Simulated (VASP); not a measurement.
Input of a VASP 6.6.1 run:

The input POSCAR:

```
Mo
1.0
   -1.6181300000      1.5710000000      1.5710000000
    1.6181300000     -1.5710000000      1.5710000000
    1.6181300000      1.5710000000     -1.5710000000
Mo
1
Direct
    0.0000000000      0.0000000000      0.0000000000
```

INCAR.step1

```
SYSTEM = Mo
PREC     = Accurate       ! precision mode
ENCUT    = 520            ! plane-wave cutoff, eV
ISMEAR   = 0              ! smearing method
SIGMA    = 0.15           ! smearing width, eV
LREAL    = .FALSE.        ! projectors in reciprocal space
LASPH    = .TRUE.         ! aspherical terms in the spheres
NELM     = 80             ! most SCF steps
NBANDS   = 13             ! bands
GGA      = PE             ! functional
ALGO     = Normal         ! electronic algorithm
EDIFF    = 1E-4           ! SCF threshold, eV
LWAVE    = .TRUE.         ! write WAVECAR
LCHARG   = .FALSE.        ! write CHGCAR
```

File INCAR.step2:

```
SYSTEM = Mo
PREC     = Accurate       ! precision mode
ENCUT    = 520            ! plane-wave cutoff, eV
EDIFF    = 1E-6           ! SCF threshold, eV
ISMEAR   = 0              ! smearing method
SIGMA    = 0.15           ! smearing width, eV
LREAL    = .FALSE.        ! projectors in reciprocal space
LASPH    = .TRUE.         ! aspherical terms in the spheres
NELM     = 80             ! most SCF steps
ALGO     = Normal         ! electronic algorithm
ISIF     = 2              ! what is computed and relaxed
LWAVE    = .FALSE.        ! write WAVECAR
LCHARG   = .FALSE.        ! write CHGCAR
METAGGA  = R2SCAN         ! meta-GGA
LMIXTAU  = .TRUE.       
NBANDS   = 13             ! bands
ISTART   = 1
```

The input KPOINTS:

```
Automatic mesh
0
G
  22 22 22
  0 0 0
```

Potentials or basis: VASP PAW PBE potentials, release 64 (Mo_sv).

Launch:

```sh
$ cat potpaw_PBE.64/Mo_sv/POTCAR > POTCAR
$ cp INCAR.step1 INCAR
$ mpirun -np 1 vasp_std > vasp.out
$ cp INCAR.step2 INCAR
$ mpirun -np 1 vasp_std > vasp.out
```

(1) Predict the band gap on the k mesh.

(2) Predict the pressure.

Results:

(1) zero (bands 7 and 8 overlap by 5.12 eV).

(2) -4.3 GPa.

Caveat: the cell differs from its parent crystal (strain +0.0300 x Voigt [1, 0, 0, 0, 0, 0]); the cell stands under tension; the PAW data sets were made with another functional, which shifts forces and pressure a little.
